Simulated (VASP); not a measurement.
# Te3O2 (P-3m1) in VASP: further runs

Runs on Te3O2. Level: PBE. Tasks: single point, relaxation of cell and atoms.

Program: VASP 6.6.1. These are calculated values, not measurements. Logs are shortened: lines on timing, memory, paths and dates and some standing lists are left out, and cuts for length are marked.

## (1) The cell of the first run

Symmetry: P-3m1, No. 164, trigonal system. Conventional cell: a = 4.018 Å, b = 4.018 Å, c = 7.770 Å, α = 90.00°, β = 90.00°, γ = 120.00°. Te (site symmetry -3m) has 6 O at 2.42 Å within 3.2 Å. Te (site symmetry 3m) has 1 O at 2.12 Å within 2.8 Å. O (site symmetry 3m) has 4 Te at 2.12 to 2.42 Å and 3 O at 2.70 Å within 2.8 Å.

The cell was generated, and may not be a known phase.

## (2) Single point, PBE

Contents of INCAR:

```
SYSTEM = Te3O2
  PREC = Accurate
  ENCUT = 520
  EDIFF = 1E-7
  ISMEAR = 0
  SIGMA = 0.1
  LREAL = .False.
  LASPH = .True.
  NELM = 100
  ALGO = Normal
  ISIF = 2
  LWAVE = .False.
  LCHARG = .False.
  GGA = PE
  NBANDS = 23
```

Contents of KPOINTS:

```
Automatic mesh
0
Gamma
  6 6 4
  0 0 0
```

Contents of POSCAR:

```
Te3O2
1.0
    4.0175056322      0.0000000000      0.0000000000
   -2.0087528161      3.4792619373      0.0000000000
    0.0000000000      0.0000000000      7.7703617999
Te O
3 2
Direct
    0.0000000000      0.0000000000      0.0000000000
    0.3333333333      0.6666666667      0.6378086771
    0.6666666667      0.3333333333      0.3621913229
    0.3333333333      0.6666666667     -0.0887366131
    0.6666666667      0.3333333333      1.0887366131
```

Potentials or basis: VASP PAW PBE potentials, release 64 (Te, O).

Run with:

```
cat potpaw_PBE.64/Te/POTCAR potpaw_PBE.64/O/POTCAR > POTCAR
mpirun -np 1 vasp_std > vasp.out
```

OUTCAR:

```text
SYSTEM = Te3O2
   PREC = Accurate
   ENCUT = 520
   EDIFF = 1E-7
   ISMEAR = 0
   LREAL = .False.
   LASPH = .True.
   NELM = 100
   ISIF = 2
   GGA = PE

 ion  position               nearest neighbor table
   1  0.000  0.000  0.000-   4 2.42   5 2.42   4 2.42   5 2.42   5 2.42   4 2.42   2 3.65   3 3.65
                             2 3.65   3 3.65   2 3.65   3 3.65
   2  0.333  0.667  0.638-   4 2.12   3 3.16   3 3.16   3 3.16   1 3.65   1 3.65   1 3.65
   3  0.667  0.333  0.362-   5 2.12   2 3.16   2 3.16   2 3.16   1 3.65   1 3.65   1 3.65
   4  0.333  0.667  0.911-   2 2.12   1 2.42   1 2.42   1 2.42
   5  0.667  0.333  0.089-   3 2.12   1 2.42   1 2.42   1 2.42

  LATTYP: Found a hexagonal cell.
 ALAT       =     4.0175056322
 C/A-ratio  =     1.9341259257

  Lattice vectors:

 A1 = (   4.0175056322,   0.0000000000,   0.0000000000)
 A2 = (  -2.0087528161,   3.4792619373,   0.0000000000)
 A3 = (   0.0000000000,   0.0000000000,   7.7703617999)

Analysis of symmetry for initial positions (statically):
=====================================================================
 Subroutine PRICEL returns:
 Original cell was already a primitive cell.

 Routine SETGRP: Setting up the symmetry group for a
 hexagonal supercell.

 Subroutine GETGRP returns: Found 12 space group operations
 (whereof 12 operations were pure point group operations)
 out of a pool of 24 trial point group operations.

The static configuration has the point symmetry D_3d.

Analysis of symmetry for dynamics (positions and initial velocities):
=====================================================================
 Subroutine PRICEL returns:
 Original cell was already a primitive cell.

 Routine SETGRP: Setting up the symmetry group for a
 hexagonal supercell.

 Subroutine GETGRP returns: Found 12 space group operations
 (whereof 12 operations were pure point group operations)
 out of a pool of 24 trial point group operations.

The dynamic configuration has the point symmetry D_3d.

 Subroutine INISYM returns: Found 12 space group operations
 (whereof 12 operations are pure point group operations),
 and found     1 'primitive' translations

----------------------------------------------------------------------------------------

                                     Primitive cell
[... 94 lines left out ...]
   ENCUT  =  520.0 eV  38.22 Ry    6.18 a.u.   7.47  7.47 14.45*2*pi/ulx,y,z
   NELM   =    100;   NELMIN=  2; NELMDL= -5     # of ELM steps
   EDIFF  = 0.1E-06   stopping-criterion for ELM
   LREAL  =      F    real-space projection
   EDIFFG = 0.1E-05   stopping-criterion for IOM
   NSW    =      0    number of steps for IOM
   IBRION =     -1    ionic relax: 0-MD 1-quasi-New 2-CG
   NFREE  =      0    steps in history (QN), initial steepest desc. (CG)
   ISIF   =      2    stress and relaxation
   ISYM   =      2    0-nonsym 1-usesym 2-fastsym
   POTIM  = 0.5000    time-step for ionic-motion
   TEBEG  =    0.0;   TEEND  =   0.0 temperature during run
   PSTRESS=    0.0 pullay stress
   NELECT =      30.0000    total number of electrons
   NUPDOWN=      -1.0000    fix difference up-down
   EMIN   =  10.00;   EMAX   =-10.00  energy-range for DOS
   EFERMI =   0.00;   METHOD = LEGACY
   ISMEAR =     0;   SIGMA  =   0.10  broadening in eV -4-tet -1-fermi 0-gaus
   EFERMI_NEDOS =   21; number of points for ismear=-14 and -15
   IALGO  =     38    algorithm
   IMIX   =      4    mixing-type and parameters
     AMIX     =   0.40;   BMIX     =  1.00
     AMIX_MAG =   1.60;   BMIX_MAG =  1.00
  volume/ion in A,a.u.               =      21.72       146.59
  Fermi-wavevector in a.u.,A,eV,Ry     =   1.066155  2.014741 15.465555  1.136686
  Thomas-Fermi vector in A             =   2.201730
   LORBIT       =      0    0 simple, 1 ext, 2 COOP (PROOUT), +10 PAW based schemes
   GGA     = PE    functional components
   LHFCALC =     F    Hartree Fock is set to
   AEXX    =    0.0000 exact exchange contribution
   IVDW    =     0    specifies the selected vdW correction
   LEPSILON=     F    determine dielectric tensor
   LRPA    =     F    only Hartree local field effects (RPA)
 non-spin polarized calculation
 Gauss-broadening in eV      SIGMA  =   0.10
  energy-cutoff  :      520.00
  volume of cell :      108.61
 maximum number of plane-waves:      2944
 NGX is ok and might be reduce to    30
   NGX = 15   NGY = 15   NGZ = 29

 number of electron      30.0000003 magnetization

 Free energy of the ion-electron system (eV)
  ---------------------------------------------------
  ext. energy  EPLUGINS =         0.00000000
  ---------------------------------------------------
  free energy    TOTEN  =       -19.98833953 eV

  energy without entropy =      -19.98087442  energy(sigma->0) =      -19.98460698

 E-fermi :   6.5894     XC(G=0):  -9.7581

 val. band max:        6.5272712673   @ k =   0.1667   0.0000   0.0000
 cond. band min:       6.6086933764   @ k =  -0.1667   0.5000   0.2500
 fundamental gap:      0.0814221091
 Fermi energy:         6.5894171935

 k-point     1 :       0.0000    0.0000    0.0000
  band No.  band energies     occupation
      1     -13.3213      2.00000
      2     -11.9637      2.00000
      3      -6.3911      2.00000
      4      -3.7846      2.00000
      5      -3.4984      2.00000
      6       0.9468      2.00000
[... 613 lines left out ...]
     22      13.3124      0.00000
     23      13.9465      0.00000

------------------------ aborting loop because EDIFF is reached ----------------------------------------

  FORCE on cell =-STRESS in cart. coord.  units (eV):
  Direction    XX          YY          ZZ          XY          YZ          ZX
  --------------------------------------------------------------------------------------
  -------------------------------------------------------------------------------------
  Total       -0.2201044     -0.2201044     -0.1264589      0.0000000      0.0000000     -0.0000000
  in kB       -3.2467913     -3.2467913     -1.8654132      0.0000000      0.0000000     -0.0000000
  external PRESSURE =      -2.7863320 kB  Pullay stress =       0.0000000 kB

 VOLUME and BASIS-vectors are now :
 -----------------------------------------------------------------------------
  energy-cutoff  :      520.00
  volume of cell :      108.61
      direct lattice vectors                 reciprocal lattice vectors
     4.017505632  0.000000000  0.000000000     0.248910665  0.143708640  0.000000000
    -2.008752816  3.479261937  0.000000000     0.000000000  0.287417279  0.000000000
     0.000000000  0.000000000  7.770361800     0.000000000  0.000000000  0.128694136

 POSITION                                       TOTAL-FORCE (eV/Angst)
 -----------------------------------------------------------------------------------
      0.00000      0.00000      0.00000        -0.000000      0.000000      0.000000
     -0.00000      2.31951      4.95600        -0.000000      0.000000      0.013336
      2.00875      1.15975      2.81436        -0.000000     -0.000000     -0.013336
     -0.00000      2.31951      7.08085         0.000000      0.000000     -0.000459
      2.00875      1.15975      0.68952        -0.000000     -0.000000      0.000459
 -----------------------------------------------------------------------------------
    total drift:                               -0.000000      0.000000     -0.000000

  FREE ENERGIE OF THE ION-ELECTRON SYSTEM (eV)
  ---------------------------------------------------
  free  energy   TOTEN  =       -19.9883395333 eV

  energy  without entropy=      -19.9808744233  energy(sigma->0) =      -19.98460698
```

OSZICAR:

```text
N       E                     dE             d eps       ncg     rms          rms(c)
DAV:   1     0.156515312416E+03    0.15652E+03   -0.12647E+04  1104   0.110E+03
DAV:   2    -0.100102448155E+02   -0.16653E+03   -0.15779E+03  1474   0.214E+02
DAV:   3    -0.231760531159E+02   -0.13166E+02   -0.12998E+02  1370   0.646E+01
[... 14 lines left out ...]
DAV:  18    -0.199883481188E+02   -0.86761E-05   -0.11326E-05  1265   0.217E-02    0.432E-02
DAV:  19    -0.199883484498E+02   -0.33105E-06   -0.14321E-04  1153   0.845E-02    0.541E-02
DAV:  20    -0.199883429944E+02    0.54554E-05   -0.95499E-06  1216   0.232E-02    0.356E-02
DAV:  21    -0.199883395708E+02    0.34236E-05   -0.12359E-05  1160   0.236E-02    0.518E-03
DAV:  22    -0.199883395333E+02    0.37578E-07   -0.33956E-07  1223   0.389E-03
   1 F= -.19988340E+02 E0= -.19984607E+02  d E =-.746511E-02
```

It took 2.5 min on 1 thread of AMD EPYC 9755, shared host; peak memory 0.2 GiB.

Results:

* Free energy: -19.9883 eV
* Pressure: -0.3 GPa
* Largest force: 0.013 eV/Å
* Band gap on the k mesh: zero (bands 15 and 16 overlap by 0.95 eV)

Forces on the atoms (eV/Å):
```
Te   0.000  0.000  0.000
Te   0.000  0.000  0.013
Te   0.000  0.000 -0.013
O    0.000  0.000  0.000
O    0.000  0.000  0.000
```

Levels at points of the mesh, in eV from the Fermi level:
| k point | band 11 | band 12 | band 13 | band 14 | band 15 | band 16 | band 17 | band 18 | band 19 | band 20 |
| --- | --- | --- | --- | --- | --- | --- | --- | --- | --- | --- |
| (0.00, 0.00, 0.00) | -4.01 | -1.37 | -0.91 | -0.91 | 0.57 | 0.57 | 0.68 | 1.95 | 1.95 | 2.04 |
| (0.50, 0.00, 0.00) | -3.16 | -2.62 | -2.26 | -2.12 | -0.26 | 0.79 | 1.07 | 1.65 | 3.28 | 3.36 |
| (0.00, 0.00, 0.50) | -3.79 | -1.36 | -1.02 | -1.02 | 0.74 | 0.74 | 1.01 | 1.48 | 1.89 | 1.89 |
| (0.50, 0.00, 0.50) | -3.06 | -2.43 | -1.86 | -1.47 | -1.27 | 0.60 | 1.81 | 1.92 | 2.75 | 3.29 |

Caveat: spin-orbit coupling is left out, which moves the levels of the heavy elements.

[end of part 1 of 2]

The gap in the log of VASP goes by the Fermi energy; the results here count the filled bands.